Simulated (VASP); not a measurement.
Wanted: the native input for a VASP 6.6.1 run.

- Task: single point
- Functional: PBEsol
- Potentials or basis: VASP PAW PBE potentials, release 64 (Mo_sv)
- Cutoff: 520 eV
- k mesh: 18 × 18 × 18
- Occupations: gaussian, width 0.15 eV
- Spin: no spin polarisation
- Dipole correction: no
- Further INCAR settings: ALGO = Normal; EDIFF = 1e-06; NBANDS = 13

The structure of Mo lies in POSCAR:

```
Mo
1.0
    2.5987348773      0.0000000000      0.0000000000
   -1.2993674387      2.2505704215      0.0000000000
    0.0000000000      0.0000000000      2.4274216650
Mo
1
Direct
    0.0000000000      0.0000000000      0.5000000000
```

This isn't the form of Mo at room conditions, which is bcc.

This cell differs from its parent crystal: strain -0.050 along x and y, -0.050 along z.

One way to write it, as run:

INCAR

```
SYSTEM = Mo
  ALGO = Normal
  EDIFF = 1E-6
  ENCUT = 520
  GGA = PS
  ISIF = 2
  ISMEAR = 0
  LASPH = .True.
  LCHARG = .False.
  LREAL = .False.
  LWAVE = .False.
  NBANDS = 13
  NELM = 100
  PREC = Accurate
  SIGMA = 0.15
```

KPOINTS

```
k-points
0
Gamma
  18 18 18
  0 0 0
```

Potentials or basis: VASP PAW PBE potentials, release 64 (Mo_sv).

Run with:

```console
$ cat potpaw_PBE.64/Mo_sv/POTCAR > POTCAR
$ mpirun -np 1 vasp_std > vasp.out
```

It gave:

The pressure is 41.9 GPa and the band gap on the k mesh is zero (bands 7 and 8 overlap by 2.38 eV).

Caveat: the cell differs from its parent crystal (strain -0.050 along x and y, -0.050 along z); the cell stands under pressure; the PAW data sets were made with another functional, which shifts forces and pressure a little.

It took 37 s on 1 thread of Intel(R) Xeon(R) Platinum 8488C (Sapphire Rapids), on a shared host, peak memory 0.17 GiB.
